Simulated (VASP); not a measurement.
Write the native input for VASP 6.6.1 that does the following.

- Task: single point
- Functional: PBEsol
- Potentials or basis: VASP PAW PBE potentials, release 64 (Al)
- Cutoff: 520 eV
- k mesh: 12 × 12 × 12
- Occupations: fermi-dirac, width 0.05 eV
- Spin: no spin polarisation
- Dipole correction: no
- Further INCAR settings: ALGO = Normal; EDIFF = 1e-06; NBANDS = 8

The structure of Al lies in POSCAR:

```
Al
1.0
   -1.4802960967      1.4802960967      1.4802960967
    1.4802960967     -1.4802960967      1.4802960967
    1.4802960967      1.4802960967     -1.4802960967
Al
1
Direct
    0.0000000000      0.0000000000      0.0000000000
```

The input as run:

INCAR

```
SYSTEM = Al
PREC     = Accurate       ! precision mode
ENCUT    = 520            ! plane-wave cutoff, eV
EDIFF    = 1E-6           ! SCF threshold, eV
ISMEAR   = -1             ! smearing method
SIGMA    = 0.05           ! smearing width, eV
LREAL    = .False.        ! projectors in reciprocal space
LASPH    = .True.         ! aspherical terms in the spheres
NELM     = 100            ! most SCF steps
ALGO     = Normal         ! electronic algorithm
ISIF     = 2              ! what is computed and relaxed
LWAVE    = .False.        ! write WAVECAR
LCHARG   = .False.        ! write CHGCAR
GGA      = PS             ! functional
NBANDS   = 8              ! bands
```

KPOINTS

```
regular mesh
0
Gamma
  12 12 12
  0 0 0
```

Potentials or basis: VASP PAW PBE potentials, release 64 (Al).

Run with:

```bash
$ cat potpaw_PBE.64/Al/POTCAR > POTCAR
$ mpirun -np 1 vasp_std > vasp.out
```

Results of the run:

| Quantity | Value |
| --- | --- |
| Pressure | 30.2 GPa |

Caveat: the PAW data sets were made with another functional, which shifts forces and pressure a little.

It took 6.8 s on 1 thread of Intel Xeon 8259CL, on a shared host, peak memory 0.12 GiB.
